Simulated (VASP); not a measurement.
# Be2C (Fm-3m) in VASP: notebook

The runs below take Be2C through single point, with LDA.

Everything below comes from runs of VASP 6.6.1. Logs are shortened: lines on timing, memory, paths and dates and some standing lists are left out, and cuts for length are marked.

### 1 The cell of the first run

The structure is cubic, space group Fm-3m (No. 225). The conventional cell has a = 4.268 Å, b = 4.268 Å, c = 4.268 Å, α = 90.00°, β = 90.00°, γ = 90.00°. Within 2.5 Å of Be (site symmetry -43m) lie 4 C at 1.85 Å and 6 Be at 2.13 Å. Within 2.5 Å of C (site symmetry m-3m) lie 8 Be at 1.85 Å.

### 2 Single point, LDA

File INCAR:

```
ALGO = Normal
EDIFF = 1E-6
ENCUT = 600
GGA = CA
GGA_COMPAT = F
ISIF = 2
ISMEAR = 0
LASPH = T
LCHARG = F
LREAL = F
LWAVE = F
NBANDS = 11
NELM = 120
PREC = Accurate
SIGMA = 0.01
```

File KPOINTS:

```
k-points
0
Gamma
  10 10 10
```

File POSCAR:

```
Be2C
1.0
    0.0000000000      2.1341541414      2.1341541414
    2.1341541414      0.0000000000      2.1341541414
    2.1341541414      2.1341541414      0.0000000000
Be C
2 1
Direct
    0.2500000000      0.2500000000      0.2500000000
    0.7500000000      0.7500000000      0.7500000000
    0.0000000000      0.0000000000      0.0000000000
```

Potentials or basis: VASP PAW LDA potentials, release 64 (Be, C).

Launch:

```
$ cat potpaw_LDA.64/Be/POTCAR potpaw_LDA.64/C/POTCAR > POTCAR
$ mpirun -np 1 vasp_std > vasp.out
```

OUTCAR:

```text
EDIFF = 1E-6
   ENCUT = 600
   GGA = CA
   ISIF = 2
   ISMEAR = 0
   LASPH = T
   LREAL = F
   NELM = 120
   PREC = Accurate

 ion  position               nearest neighbor table
   1  0.250  0.250  0.250-   3 1.85   3 1.85   3 1.85   3 1.85   2 2.13   2 2.13   2 2.13   2 2.13
                             2 2.13   2 2.13
   2  0.750  0.750  0.750-   3 1.85   3 1.85   3 1.85   3 1.85   1 2.13   1 2.13   1 2.13   1 2.13
                             1 2.13   1 2.13
   3  0.000  0.000  0.000-   2 1.85   2 1.85   2 1.85   1 1.85   2 1.85   1 1.85   1 1.85   1 1.85

  LATTYP: Found a face centered cubic cell.
 ALAT       =     4.2683082828

  Lattice vectors:

 A1 = (   0.0000000000,   2.1341541414,   2.1341541414)
 A2 = (   2.1341541414,   0.0000000000,   2.1341541414)
 A3 = (   2.1341541414,   2.1341541414,   0.0000000000)

Analysis of symmetry for initial positions (statically):
=====================================================================
 Subroutine PRICEL returns:
 Original cell was already a primitive cell.

 Routine SETGRP: Setting up the symmetry group for a
 face centered cubic supercell.

 Subroutine GETGRP returns: Found 48 space group operations
 (whereof 48 operations were pure point group operations)
 out of a pool of 48 trial point group operations.

The static configuration has the point symmetry O_h .

Analysis of symmetry for dynamics (positions and initial velocities):
=====================================================================
 Subroutine PRICEL returns:
 Original cell was already a primitive cell.

 Routine SETGRP: Setting up the symmetry group for a
 face centered cubic supercell.

 Subroutine GETGRP returns: Found 48 space group operations
 (whereof 48 operations were pure point group operations)
 out of a pool of 48 trial point group operations.

The dynamic configuration has the point symmetry O_h .

 Subroutine INISYM returns: Found 48 space group operations
 (whereof 48 operations are pure point group operations),
 and found     1 'primitive' translations

----------------------------------------------------------------------------------------

                                     Primitive cell

  volume of cell :      19.4405

  direct lattice vectors                    reciprocal lattice vectors
     0.000000000  2.134154141  2.134154141    -0.234284858  0.234284858  0.234284858
     2.134154141  0.000000000  2.134154141     0.234284858 -0.234284858  0.234284858
[... 92 lines left out ...]
   NFREE  =      0    steps in history (QN), initial steepest desc. (CG)
   ISIF   =      2    stress and relaxation
   ISYM   =      2    0-nonsym 1-usesym 2-fastsym
   POTIM  = 0.5000    time-step for ionic-motion
   TEBEG  =    0.0;   TEEND  =   0.0 temperature during run
   PSTRESS=    0.0 pullay stress
   NELECT =       8.0000    total number of electrons
   NUPDOWN=      -1.0000    fix difference up-down
   EMIN   =  10.00;   EMAX   =-10.00  energy-range for DOS
   EFERMI =   0.00;   METHOD = LEGACY
   ISMEAR =     0;   SIGMA  =   0.01  broadening in eV -4-tet -1-fermi 0-gaus
   EFERMI_NEDOS =   21; number of points for ismear=-14 and -15
   IALGO  =     38    algorithm
   IMIX   =      4    mixing-type and parameters
     AMIX     =   0.40;   BMIX     =  1.00
     AMIX_MAG =   1.60;   BMIX_MAG =  1.00
  volume/ion in A,a.u.               =       6.48        43.73
  Fermi-wavevector in a.u.,A,eV,Ry     =   1.217687  2.301095 20.174201  1.482762
  Thomas-Fermi vector in A             =   2.352999
   LORBIT       =      0    0 simple, 1 ext, 2 COOP (PROOUT), +10 PAW based schemes
   GGA     = CA    functional components
   LHFCALC =     F    Hartree Fock is set to
   AEXX    =    0.0000 exact exchange contribution
   IVDW    =     0    specifies the selected vdW correction
   LEPSILON=     F    determine dielectric tensor
   LRPA    =     F    only Hartree local field effects (RPA)
 non-spin polarized calculation
 Gauss-broadening in eV      SIGMA  =   0.01
  energy-cutoff  :      600.00
  volume of cell :       19.44
 maximum number of plane-waves:       662
   NGX = 13   NGY = 13   NGZ = 13

 number of electron       7.9999999 magnetization

 Free energy of the ion-electron system (eV)
  ---------------------------------------------------
  ext. energy  EPLUGINS =         0.00000000
  ---------------------------------------------------
  free energy    TOTEN  =       -19.43244205 eV

  energy without entropy =      -19.43244205  energy(sigma->0) =      -19.43244205

 E-fermi :   8.0473     XC(G=0): -11.6913

 val. band max:        7.9445069933   @ k =   0.0000   0.0000   0.0000
 cond. band min:       9.1430094820   @ k =   0.5000   0.5000   0.0000
 fundamental gap:      1.1985024887
 Fermi energy:         8.0472739911

 k-point     1 :       0.0000    0.0000    0.0000
  band No.  band energies     occupation
      1      -7.2301      2.00000
      2       7.9445      2.00000
      3       7.9445      2.00000
      4       7.9445      2.00000
      5      12.0461      0.00000
      6      12.0461      0.00000
      7      12.0461      0.00000
      8      15.2910      0.00000
      9      21.2976      0.00000
     10      21.2976      0.00000
     11      21.2976      0.00000
[... 309 lines left out ...]
 k-point    24 :       0.4000    0.3000    0.0000
  band No.  band energies     occupation
      1      -4.7042      2.00000
      2       2.3757      2.00000
      3       3.6556      2.00000
      4       3.7558      2.00000
      5      10.7360      0.00000
      6      13.9681      0.00000
      7      18.4026      0.00000
      8      18.6197      0.00000
      9      22.3155      0.00000
     10      25.1770      0.00000
     11      25.9193      0.00000

 [... further k-points ...]
[... 5 lines left out ...]
  --------------------------------------------------------------------------------------
  -------------------------------------------------------------------------------------
  Total        0.0589887      0.0589887      0.0589887     -0.0000000     -0.0000000      0.0000000
  in kB        4.8615218      4.8615218      4.8615218     -0.0000000     -0.0000000      0.0000000
  external PRESSURE =       4.8615218 kB  Pullay stress =       0.0000000 kB

 VOLUME and BASIS-vectors are now :
 -----------------------------------------------------------------------------
  energy-cutoff  :      600.00
  volume of cell :       19.44
      direct lattice vectors                 reciprocal lattice vectors
     0.000000000  2.134154141  2.134154141    -0.234284858  0.234284858  0.234284858
     2.134154141  0.000000000  2.134154141     0.234284858 -0.234284858  0.234284858
     2.134154141  2.134154141  0.000000000     0.234284858  0.234284858 -0.234284858

 POSITION                                       TOTAL-FORCE (eV/Angst)
 -----------------------------------------------------------------------------------
      1.06708      1.06708      1.06708        -0.000000     -0.000000     -0.000000
      3.20123      3.20123      3.20123         0.000000      0.000000      0.000000
      0.00000      0.00000      0.00000        -0.000000      0.000000     -0.000000
 -----------------------------------------------------------------------------------
    total drift:                               -0.000000     -0.000000      0.000000

  FREE ENERGIE OF THE ION-ELECTRON SYSTEM (eV)
  ---------------------------------------------------
  free  energy   TOTEN  =       -19.4324420531 eV

  energy  without entropy=      -19.4324420531  energy(sigma->0) =      -19.43244205
```

OSZICAR:

```text
N       E                     dE             d eps       ncg     rms          rms(c)
DAV:   1     0.268613777361E+01    0.26861E+01   -0.44349E+03  1042   0.753E+02
DAV:   2    -0.199500187883E+02   -0.22636E+02   -0.21087E+02  1344   0.119E+02
DAV:   3    -0.206713937615E+02   -0.72137E+00   -0.71884E+00  1342   0.174E+01
DAV:   4    -0.206735703771E+02   -0.21766E-02   -0.21762E-02  1177   0.112E+00
DAV:   5    -0.206735756194E+02   -0.52423E-05   -0.52423E-05  1281   0.548E-02    0.561E+00
DAV:   6    -0.195263800769E+02    0.11472E+01   -0.33665E+00  1082   0.878E+00    0.218E+00
DAV:   7    -0.194539536884E+02    0.72426E-01   -0.19191E-01  1190   0.274E+00    0.127E+00
DAV:   8    -0.194326606871E+02    0.21293E-01   -0.16495E-02  1103   0.913E-01    0.208E-01
DAV:   9    -0.194324472054E+02    0.21348E-03   -0.46112E-04  1205   0.127E-01    0.103E-01
DAV:  10    -0.194324428944E+02    0.43110E-05   -0.78756E-05  1197   0.560E-02    0.685E-03
DAV:  11    -0.194324420531E+02    0.84130E-06   -0.54172E-06  1160   0.125E-02
   1 F= -.19432442E+02 E0= -.19432442E+02  d E =-.230188E-50
```

Wall time 3.9 s (1 thread of Intel Xeon 6975P-C (Granite Rapids), shared host); peak memory 0.12 GiB.

What came out:

```
Free energy            : -19.4324 eV
Pressure               : 0.5 GPa
Band gap on the k mesh : 1.20 eV, indirect (least direct gap 4.10 eV)
```

A k mesh can miss the band edges. A hybrid or GW would open this gap; LDA tends to underestimate it.

### 3 Single point, LDA

File INCAR:

```
SYSTEM = Be2C
ALGO = Normal
EDIFF = 1E-6
ENCUT = 600
GGA = CA
GGA_COMPAT = .False.
ISIF = 2
ISMEAR = 0
LASPH = .True.
LCHARG = .False.
LREAL = .False.
LWAVE = .False.
NBANDS = 11
NELM = 120
PREC = Accurate
SIGMA = 0.01
```

File KPOINTS:

```
k-points
0
Gamma
  10 10 10
  0 0 0
```

POSCAR is that of step 2.

Potentials or basis: VASP PAW LDA potentials, release 64 (Be, C).

Launch:

```
$ cat potpaw_LDA.64/Be/POTCAR potpaw_LDA.64/C/POTCAR > POTCAR
$ mpirun -np 1 vasp_std > vasp.out
```

Run time: 3.6 s. Hardware: 1 thread of Intel Xeon 6975P-C (Granite Rapids), shared host; peak memory 0.12 GiB.

Results (log left out):

```yaml
Free_energy: -19.4324 eV
Pressure: 0.5 GPa
Band_gap_on_the_k_mesh: 1.20 eV, indirect (least direct gap 4.10 eV)
```

Levels at points of the mesh, in eV from the valence-band top:
```
           k point  band 2  band 3  band 4  band 5  band 6  band 7
(0.00, 0.00, 0.00)    0.00    0.00    0.00    4.10    4.10    4.10
(0.50, 0.00, 0.00)   -8.95   -1.91   -1.91    5.01    5.01    7.59
(0.50, 0.50, 0.00)   -6.85   -4.92   -4.92    1.20    6.10   13.55
```

### 4 Single point, LDA

This run uses another cell than the first one, of 6.38 Å³/atom, 0.985 times its volume.

File INCAR:

```
PREC = Accurate
ENCUT = 600
EDIFF = 1E-6
ISMEAR = 0
SIGMA = 0.01
LREAL = F
LASPH = T
NELM = 120
ALGO = Normal
ISIF = 2
LWAVE = F
LCHARG = F
GGA = CA
NBANDS = 11
GGA_COMPAT = F
```

File KPOINTS:

```
regular mesh
0
Gamma
  10 10 10
```

File POSCAR:

```
Be2C
1.0
    0.0000000000      2.1234833707      2.1234833707
    2.1234833707      0.0000000000      2.1234833707
    2.1234833707      2.1234833707      0.0000000000
Be C
2 1
Direct
    0.2500000000      0.2500000000      0.2500000000
    0.7500000000      0.7500000000      0.7500000000
    0.0000000000      0.0000000000      0.0000000000
```

Launch:

```
$ cat potpaw_LDA.64/Be/POTCAR potpaw_LDA.64/C/POTCAR > POTCAR
$ mpirun -np 1 vasp_std > vasp.out
```

Run time: 3.3 s. Hardware: 1 thread of Intel Xeon 6975P-C (Granite Rapids), shared host; peak memory 0.12 GiB.

Results (log left out):

```
Free energy            : -19.4282 eV
Pressure               : 3.9 GPa
Band gap on the k mesh : 1.21 eV, indirect (least direct gap 4.13 eV)
```

Levels at points of the mesh, in eV from the valence-band top:
| k point | band 2 | band 3 | band 4 | band 5 | band 6 | band 7 |
| --- | --- | --- | --- | --- | --- | --- |
| (0.00, 0.00, 0.00) | 0.00 | 0.00 | 0.00 | 4.13 | 4.13 | 4.13 |
| (0.50, 0.00, 0.00) | -9.05 | -1.93 | -1.93 | 5.03 | 5.03 | 7.76 |
| (0.50, 0.50, 0.00) | -6.90 | -4.99 | -4.99 | 1.21 | 6.21 | 13.71 |

A k mesh can miss the band edges. A hybrid or GW would open this gap; LDA tends to underestimate it.

### 5 Single point, LDA

This run uses another cell than the first one, of 6.58 Å³/atom, 1.015 times its volume.

INCAR is that of step 4.

File KPOINTS:

```
Automatic mesh
0
Gamma
  10 10 10
```

File POSCAR:

```
Be2C
1.0
    0.0000000000      2.1448249121      2.1448249121
    2.1448249121      0.0000000000      2.1448249121
    2.1448249121      2.1448249121      0.0000000000
Be C
2 1
Direct
    0.2500000000      0.2500000000      0.2500000000
    0.7500000000      0.7500000000      0.7500000000
    0.0000000000      0.0000000000      0.0000000000
```

Potentials or basis: VASP PAW LDA potentials, release 64 (Be, C).

Launch:

```
$ cat potpaw_LDA.64/Be/POTCAR potpaw_LDA.64/C/POTCAR > POTCAR
$ mpirun -np 1 vasp_std > vasp.out
```

OUTCAR:

```text
PREC = Accurate
   ENCUT = 600
   EDIFF = 1E-6
   ISMEAR = 0
   LREAL = F
   LASPH = T
   NELM = 120
   ISIF = 2
   GGA = CA

 ion  position               nearest neighbor table
   1  0.250  0.250  0.250-   3 1.86   3 1.86   3 1.86   3 1.86   2 2.14   2 2.14   2 2.14   2 2.14
                             2 2.14   2 2.14
   2  0.750  0.750  0.750-   3 1.86   3 1.86   3 1.86   3 1.86   1 2.14   1 2.14   1 2.14   1 2.14
                             1 2.14   1 2.14
   3  0.000  0.000  0.000-   2 1.86   2 1.86   2 1.86   1 1.86   2 1.86   1 1.86   1 1.86   1 1.86

  LATTYP: Found a face centered cubic cell.
 ALAT       =     4.2896498242

  Lattice vectors:

 A1 = (   0.0000000000,   2.1448249121,   2.1448249121)
 A2 = (   2.1448249121,   0.0000000000,   2.1448249121)
 A3 = (   2.1448249121,   2.1448249121,   0.0000000000)

Analysis of symmetry for initial positions (statically):
=====================================================================
 Subroutine PRICEL returns:
 Original cell was already a primitive cell.

 Routine SETGRP: Setting up the symmetry group for a
 face centered cubic supercell.

 Subroutine GETGRP returns: Found 48 space group operations
 (whereof 48 operations were pure point group operations)
 out of a pool of 48 trial point group operations.

The static configuration has the point symmetry O_h .

Analysis of symmetry for dynamics (positions and initial velocities):
=====================================================================
 Subroutine PRICEL returns:
 Original cell was already a primitive cell.

 Routine SETGRP: Setting up the symmetry group for a
 face centered cubic supercell.

 Subroutine GETGRP returns: Found 48 space group operations
 (whereof 48 operations were pure point group operations)
 out of a pool of 48 trial point group operations.

The dynamic configuration has the point symmetry O_h .

 Subroutine INISYM returns: Found 48 space group operations
 (whereof 48 operations are pure point group operations),
 and found     1 'primitive' translations

----------------------------------------------------------------------------------------

[... 120 lines left out ...]
   LHFCALC =     F    Hartree Fock is set to
   AEXX    =    0.0000 exact exchange contribution
   IVDW    =     0    specifies the selected vdW correction
   LEPSILON=     F    determine dielectric tensor
   LRPA    =     F    only Hartree local field effects (RPA)
 non-spin polarized calculation
 Gauss-broadening in eV      SIGMA  =   0.01
  energy-cutoff  :      600.00
  volume of cell :       19.73
 maximum number of plane-waves:       678
   NGX = 13   NGY = 13   NGZ = 13

 number of electron       8.0000000 magnetization

 Free energy of the ion-electron system (eV)
  ---------------------------------------------------
  ext. energy  EPLUGINS =         0.00000000
  ---------------------------------------------------
  free energy    TOTEN  =       -19.43074714 eV

  energy without entropy =      -19.43074714  energy(sigma->0) =      -19.43074714

 E-fermi :   7.8625     XC(G=0): -11.6326

 val. band max:        7.7960986130   @ k =   0.0000   0.0000   0.0000
 cond. band min:       8.9871716439   @ k =   0.5000   0.5000   0.0000
 fundamental gap:      1.1910730309
 Fermi energy:         7.8625214006

 k-point     1 :       0.0000    0.0000    0.0000
  band No.  band energies     occupation
      1      -7.2692      2.00000
      2       7.7961      2.00000
      3       7.7961      2.00000
      4       7.7961      2.00000
      5      11.8707      0.00000
      6      11.8707      0.00000
      7      11.8707      0.00000
      8      14.9732      0.00000
      9      21.0316      0.00000
     10      21.0316      0.00000
     11      21.0316      0.00000
[... 309 lines left out ...]
 k-point    24 :       0.4000    0.3000    0.0000
  band No.  band energies     occupation
      1      -4.7659      2.00000
      2       2.2755      2.00000
      3       3.5527      2.00000
      4       3.6623      2.00000
      5      10.5656      0.00000
      6      13.7329      0.00000
      7      18.1427      0.00000
      8      18.3429      0.00000
      9      21.9637      0.00000
     10      24.8410      0.00000
     11      25.5648      0.00000

 [... further k-points ...]
[... 5 lines left out ...]
  --------------------------------------------------------------------------------------
  -------------------------------------------------------------------------------------
  Total       -0.3315640     -0.3315640     -0.3315640      0.0000000      0.0000000     -0.0000000
  in kB      -26.9198365    -26.9198365    -26.9198365      0.0000000      0.0000000     -0.0000000
  external PRESSURE =     -26.9198365 kB  Pullay stress =       0.0000000 kB

 VOLUME and BASIS-vectors are now :
 -----------------------------------------------------------------------------
  energy-cutoff  :      600.00
  volume of cell :       19.73
      direct lattice vectors                 reciprocal lattice vectors
     0.000000000  2.144824912  2.144824912    -0.233119262  0.233119262  0.233119262
     2.144824912  0.000000000  2.144824912     0.233119262 -0.233119262  0.233119262
     2.144824912  2.144824912  0.000000000     0.233119262  0.233119262 -0.233119262

 POSITION                                       TOTAL-FORCE (eV/Angst)
 -----------------------------------------------------------------------------------
      1.07241      1.07241      1.07241        -0.000000     -0.000000     -0.000000
      3.21724      3.21724      3.21724         0.000000      0.000000      0.000000
      0.00000      0.00000      0.00000         0.000000     -0.000000      0.000000
 -----------------------------------------------------------------------------------
    total drift:                               -0.000000     -0.000000      0.000000

  FREE ENERGIE OF THE ION-ELECTRON SYSTEM (eV)
  ---------------------------------------------------
  free  energy   TOTEN  =       -19.4307471354 eV

  energy  without entropy=      -19.4307471354  energy(sigma->0) =      -19.43074714
```

stdout:

```text
POSCAR found type information on POSCAR BeC
 POSCAR found :  2 types and       3 ions
 scaLAPACK will be used
 LDA part: xc-table for (Slater(with rela. corr.)+CA(PZ))
 , standard interpolation
 POSCAR, INCAR and KPOINTS ok, starting setup
 FFT: planning ... GRIDC
 FFT: planning ... GRID_SOFT
 FFT: planning ... GRID
 WAVECAR not read
 entering main loop
```

Wall time 3.4 s (1 thread of Intel Xeon 6975P-C (Granite Rapids), shared host); peak memory 0.13 GiB.

What came out:

- Free energy: -19.4307 eV
- Pressure: -2.7 GPa
- Band gap on the k mesh: 1.19 eV, indirect (least direct gap 4.07 eV)

Levels at points of the mesh, in eV from the valence-band top:
| k point | band 1 | band 2 | band 3 | band 4 | band 5 | band 6 | band 7 | band 8 |
| --- | --- | --- | --- | --- | --- | --- | --- | --- |
| (0.00, 0.00, 0.00) | -15.07 | 0.00 | 0.00 | 0.00 | 4.07 | 4.07 | 4.07 | 7.18 |
| (0.50, 0.00, 0.00) | -12.13 | -8.86 | -1.88 | -1.88 | 4.98 | 4.98 | 7.42 | 9.89 |
| (0.50, 0.50, 0.00) | -11.41 | -6.79 | -4.86 | -4.86 | 1.19 | 6.00 | 13.38 | 13.38 |

A k mesh can miss the band edges.

### 6 The runs side by side

| cell | gap on the mesh (eV) | pressure (GPa) |
| --- | --- | --- |
| a = 3.018 Å, angles 60.0°, 3 atoms | 1.20 | 0.5 |
| a = 3.003 Å, angles 60.0°, 3 atoms | 1.21 | 3.9 |
| a = 3.033 Å, angles 60.0°, 3 atoms | 1.19 | -2.7 |

Alike in all rows: task single point; level LDA; potentials or basis VASP PAW LDA potentials, release 64 (Be, C); no spin polarisation; k mesh 10 × 10 × 10; cutoff (eV) 600; smearing gaussian 0.01 eV.

Absolute energies hang on the potentials; compare differences alone.
